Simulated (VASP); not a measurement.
# Be (I4_1/amd) in VASP: a series of runs, part 2 of 2

VASP 6.6.1. The steps go on from the part before.

## Step 5: Single point, PBE

This run uses another cell than the first one, of 9.39 Å³/atom.

INCAR reads:

```
SYSTEM = Be
ALGO     = Normal         ! electronic algorithm
EDIFF    = 1E-6           ! SCF threshold, eV
ENCUT    = 520            ! plane-wave cutoff, eV
GGA      = PE             ! functional
ISIF     = 2              ! what is computed and relaxed
ISMEAR   = -1             ! smearing method
LASPH    = .TRUE.         ! aspherical terms in the spheres
LCHARG   = .TRUE.         ! write CHGCAR
LELF     = .TRUE.         ! ELF
LREAL    = .FALSE.        ! projectors in reciprocal space
LVHAR    = .TRUE.       
LWAVE    = .FALSE.        ! write WAVECAR
NBANDS   = 9              ! bands
NELM     = 80             ! most SCF steps
PREC     = Accurate       ! precision mode
SIGMA    = 0.08           ! smearing width, eV
```

KPOINTS reads:

```
k-points
0
G
  20 20 20
  0 0 0
```

POSCAR reads:

```
Be
1.0
   -2.1090971511      2.1090971511      1.0559067450
    2.1090971511     -2.1090971511      1.0559067450
    2.1090971511      2.1090971511     -1.0559067450
Be
2
Direct
   -0.3750000000     -0.1250000000     -0.2500000000
    0.3750000000      0.1250000000      0.2500000000
```

Potentials or basis: VASP PAW PBE potentials, release 64 (Be).

The run is started by

```
> cat potpaw_PBE.64/Be/POTCAR > POTCAR
> mpirun -np 1 vasp_std > vasp.out
```

OUTCAR:

```text
SYSTEM = Be
   EDIFF = 1E-6
   ENCUT = 520
   GGA = PE
   ISIF = 2
   ISMEAR = -1
   LASPH = .TRUE.
   LREAL = .FALSE.
   NELM = 80
   PREC = Accurate

 ion  position               nearest neighbor table
   1  0.625  0.875  0.750-   2 2.17   2 2.17   2 2.17   2 2.17
   2  0.375  0.125  0.250-   1 2.17   1 2.17   1 2.17   1 2.17

  LATTYP: Found a body centered tetragonal cell.
 ALAT       =     4.2181943022
 C/A-ratio  =     0.5006439577

  Lattice vectors:

 A1 = (  -2.1090971511,   2.1090971511,   1.0559067450)
 A2 = (   2.1090971511,  -2.1090971511,   1.0559067450)
 A3 = (   2.1090971511,   2.1090971511,  -1.0559067450)

Analysis of symmetry for initial positions (statically):
=====================================================================
 Subroutine PRICEL returns:
 Original cell was already a primitive cell.

 Routine SETGRP: Setting up the symmetry group for a
 body centered tetragonal supercell.

 Subroutine GETGRP returns: Found 16 space group operations
 (whereof  4 operations were pure point group operations)
 out of a pool of 16 trial point group operations.

The static configuration has the point symmetry C_2h.
 The point group associated with its full space group is D_4h.

Analysis of symmetry for dynamics (positions and initial velocities):
=====================================================================
 Subroutine PRICEL returns:
 Original cell was already a primitive cell.

 Routine SETGRP: Setting up the symmetry group for a
 body centered tetragonal supercell.

 Subroutine GETGRP returns: Found 16 space group operations
 (whereof  4 operations were pure point group operations)
 out of a pool of 16 trial point group operations.

The dynamic configuration has the point symmetry C_2h.
 The point group associated with its full space group is D_4h.

 Subroutine INISYM returns: Found 16 space group operations
 (whereof  4 operations are pure point group operations),
 and found     1 'primitive' translations

----------------------------------------------------------------------------------------

                                     Primitive cell

  volume of cell :      18.7879

  direct lattice vectors                    reciprocal lattice vectors
    -2.109097151  2.109097151  1.055906745     0.000000000  0.237068264  0.473526665
     2.109097151 -2.109097151  1.055906745     0.237068264  0.000000000  0.473526665
     2.109097151  2.109097151 -1.055906745     0.237068264  0.237068264  0.000000000

  length of vectors
     3.164098709  3.164098709  3.164098709     0.529555346  0.529555346  0.335265154

  position of ions in fractional coordinates (direct lattice)
     0.625000000  0.875000000  0.750000000
     0.375000000  0.125000000  0.250000000

  ion indices of the primitive-cell ions
   primitive index   ion index
                 1           1
                 2           2

----------------------------------------------------------------------------------------

 KPOINTS: k-points

Automatic generation of k-mesh.
 Grid dimensions read from file:
 generate k-points for:   20   20   20

 Generating k-lattice:

  Cartesian coordinates                     Fractional coordinates (reciprocal lattice)
     0.000000000  0.011853413  0.023676333     0.050000000  0.000000000  0.000000000
     0.011853413  0.000000000  0.023676333     0.000000000  0.050000000  0.000000000
     0.011853413  0.011853413  0.000000000     0.000000000  0.000000000  0.050000000

  Length of vectors
     0.026477767  0.026477767  0.016763258

  Shift w.r.t. Gamma in fractional coordinates (k-lattice)
     0.000000000  0.000000000  0.000000000

 Subroutine IBZKPT returns following result:
 ===========================================

 Found    641 irreducible k-points:

 Following reciprocal coordinates:
            Coordinates               Weight
  0.000000  0.000000  0.000000      1.000000
  0.050000  0.000000  0.000000      8.000000
  0.100000  0.000000 -0.000000      8.000000
  0.150000  0.000000  0.000000      8.000000
  0.200000  0.000000 -0.000000      8.000000
  0.250000  0.000000  0.000000      8.000000
[... 16 lines left out ...]
 -0.400000  0.050000  0.000000     16.000000
 -0.350000  0.050000  0.000000     16.000000
 [... further k-points ...]
   k-points           NKPTS =    641   k-points in BZ     NKDIM =    641   number of bands    NBANDS=      9
   number of dos      NEDOS =    301   number of ions     NIONS =      2
   total plane-waves  NPLWV =  13824
   dimension x,y,z NGX =    24 NGY =   24 NGZ =   24
   dimension x,y,z NGXF=    48 NGYF=   48 NGZF=   48
   ions per type =               2
   NGX,Y,Z   is equivalent  to a cutoff of  12.61, 12.61, 12.61 a.u.
   NGXF,Y,Z  is equivalent  to a cutoff of  25.22, 25.22, 25.22 a.u.
 SYSTEM =  Be
   PREC   = accura    normal or accurate (medium, high low for compatibility)
   ISTART =      0    job   : 0-new  1-cont  2-samecut
   ICHARG =      2    charge: 1-file 2-atom 10-const
   ISPIN  =      1    spin polarized calculation?
   LNONCOLLINEAR =      F non collinear calculations
   LSORBIT =      F    spin-orbit coupling
   LASPH  =      T    aspherical Exc in radial PAW
   ENCUT  =  520.0 eV  38.22 Ry    6.18 a.u.   5.88  5.88  5.88*2*pi/ulx,y,z
   NELM   =     80;   NELMIN=  2; NELMDL= -5     # of ELM steps
   EDIFF  = 0.1E-05   stopping-criterion for ELM
   LREAL  =      F    real-space projection
   EDIFFG = 0.1E-04   stopping-criterion for IOM
   NSW    =      0    number of steps for IOM
   IBRION =     -1    ionic relax: 0-MD 1-quasi-New 2-CG
   NFREE  =      0    steps in history (QN), initial steepest desc. (CG)
   ISIF   =      2    stress and relaxation
   ISYM   =      2    0-nonsym 1-usesym 2-fastsym
   POTIM  = 0.5000    time-step for ionic-motion
   TEBEG  =    0.0;   TEEND  =   0.0 temperature during run
   PSTRESS=    0.0 pullay stress
   NELECT =       4.0000    total number of electrons
   NUPDOWN=      -1.0000    fix difference up-down
   EMIN   =  10.00;   EMAX   =-10.00  energy-range for DOS
   EFERMI =   0.00;   METHOD = LEGACY
   ISMEAR =    -1;   SIGMA  =   0.08  broadening in eV -4-tet -1-fermi 0-gaus
   EFERMI_NEDOS =   21; number of points for ismear=-14 and -15
   IALGO  =     38    algorithm
   IMIX   =      4    mixing-type and parameters
     AMIX     =   0.40;   BMIX     =  1.00
     AMIX_MAG =   1.60;   BMIX_MAG =  1.00
  volume/ion in A,a.u.               =       9.39        63.39
  Fermi-wavevector in a.u.,A,eV,Ry     =   0.977542  1.847286 13.001559  0.955588
  Thomas-Fermi vector in A             =   2.108247
   LORBIT       =      0    0 simple, 1 ext, 2 COOP (PROOUT), +10 PAW based schemes
   GGA     = PE    functional components
   LHFCALC =     F    Hartree Fock is set to
   AEXX    =    0.0000 exact exchange contribution
   IVDW    =     0    specifies the selected vdW correction
   LEPSILON=     F    determine dielectric tensor
   LRPA    =     F    only Hartree local field effects (RPA)
 non-spin polarized calculation
  energy-cutoff  :      520.00
  volume of cell :       18.79
 maximum number of plane-waves:       520
   NGX = 11   NGY = 11   NGZ = 11

 number of electron       4.0000000 magnetization

 Free energy of the ion-electron system (eV)
  ---------------------------------------------------
  ext. energy  EPLUGINS =         0.00000000
  ---------------------------------------------------
  free energy    TOTEN  =        -6.09139452 eV

  energy without entropy =       -6.07936551  energy(sigma->0) =       -6.08538001

 E-fermi :   5.5401     XC(G=0): -10.0387

 val. band max:        5.5373132981   @ k =  -0.1500   0.5000   0.1500
 cond. band min:       5.5498057322   @ k =   0.5000   0.1000  -0.0000
 fundamental gap:      0.0124924341
 Fermi energy:         5.5400934931

 k-point     1 :       0.0000    0.0000    0.0000
  band No.  band energies     occupation
      1      -4.7186      2.00000
      2       6.2834      0.00018
      3       6.2834      0.00018
      4      12.3064      0.00000
      5      13.4052      0.00000
      6      19.7113      0.00000
      7      19.7113      0.00000
      8      23.6686      0.00000
      9      23.8510      0.00000
[... 265 lines left out ...]
 k-point    24 :      -0.3500    0.0500    0.0000
  band No.  band energies     occupation
      1      -1.6243      2.00000
      2       6.1130      0.00155
      3       7.3820      0.00000
      4      10.9959      0.00000
      5      13.9187      0.00000
      6      17.1288      0.00000
      7      17.2686      0.00000
      8      20.3105      0.00000
      9      21.6266      0.00000

 [... further k-points ...]

------------------------ aborting loop because EDIFF is reached ----------------------------------------

  FORCE on cell =-STRESS in cart. coord.  units (eV):
  Direction    XX          YY          ZZ          XY          YZ          ZX
  --------------------------------------------------------------------------------------
  -------------------------------------------------------------------------------------
  Total        0.0078542      0.0078542      0.0188774     -0.0000000     -0.0000000      0.0000000
  in kB        0.6697823      0.6697823      1.6098045     -0.0000000     -0.0000000      0.0000000
  external PRESSURE =       0.9831230 kB  Pullay stress =       0.0000000 kB

 VOLUME and BASIS-vectors are now :
 -----------------------------------------------------------------------------
  energy-cutoff  :      520.00
  volume of cell :       18.79
      direct lattice vectors                 reciprocal lattice vectors
    -2.109097151  2.109097151  1.055906745     0.000000000  0.237068264  0.473526665
     2.109097151 -2.109097151  1.055906745     0.237068264  0.000000000  0.473526665
     2.109097151  2.109097151 -1.055906745     0.237068264  0.237068264  0.000000000

 POSITION                                       TOTAL-FORCE (eV/Angst)
 -----------------------------------------------------------------------------------
      2.10910      1.05455      0.79193        -0.000000      0.000000      0.000000
      0.00000      1.05455      0.26398         0.000000     -0.000000     -0.000000
 -----------------------------------------------------------------------------------
    total drift:                                0.000000      0.000000      0.000000

  FREE ENERGIE OF THE ION-ELECTRON SYSTEM (eV)
  ---------------------------------------------------
  free  energy   TOTEN  =        -6.0913945164 eV

  energy  without entropy=       -6.0793655091  energy(sigma->0) =       -6.08538001
```

Wall time 30 s (1 thread of AMD EPYC 9R45 (Zen 5), shared host); peak memory 0.18 GiB.

Results:

- Free energy: -6.0914 eV
- Pressure: 0.1 GPa
- Band gap on the k mesh: zero (bands 2 and 3 overlap by 5.50 eV)

Stress tensor (GPa, compression positive):
```
0.07 0.00 0.00
0.00 0.07 0.00
0.00 0.00 0.16
```

Levels at points of the mesh, in eV from the Fermi level:
```tsv
k point	band 1	band 2	band 3	band 4	band 5	band 6
(0.00, 0.00, 0.00)	-10.26	0.74	0.74	6.77	7.87	14.17
(0.50, 0.00, 0.00)	-3.52	-0.72	2.96	3.33	6.92	7.16
(0.50, 0.50, 0.00)	-6.99	-6.99	4.75	4.75	9.84	9.84
(0.50, 0.50, 0.50)	-5.01	-5.01	-1.74	-1.74	16.24	16.24
```

## Step 6: The runs side by side

| cell | gap on the mesh (eV) | pressure (GPa) |
| --- | --- | --- |
| a = 2.917 Å, angles 96.8, 96.8, 139.9°, 2 atoms | none | 27.0 |
| a = 3.045 Å, angles 96.6, 96.6, 140.5°, 2 atoms | none | 10.6 |
| a = 3.164 Å, angles 96.4, 96.4, 141.0°, 2 atoms | none | 0.1 |

Alike in all rows: task single point; level PBE; potentials or basis VASP PAW PBE potentials, release 64 (Be); no spin polarisation; k mesh 20 × 20 × 20; cutoff (eV) 520; smearing fermi-dirac 0.08 eV.

Caveats: the cell stands under pressure (at least some runs).

Absolute energies hang on the potentials; compare differences alone.

The gap in the log of VASP goes by the Fermi energy; the results here count the filled bands.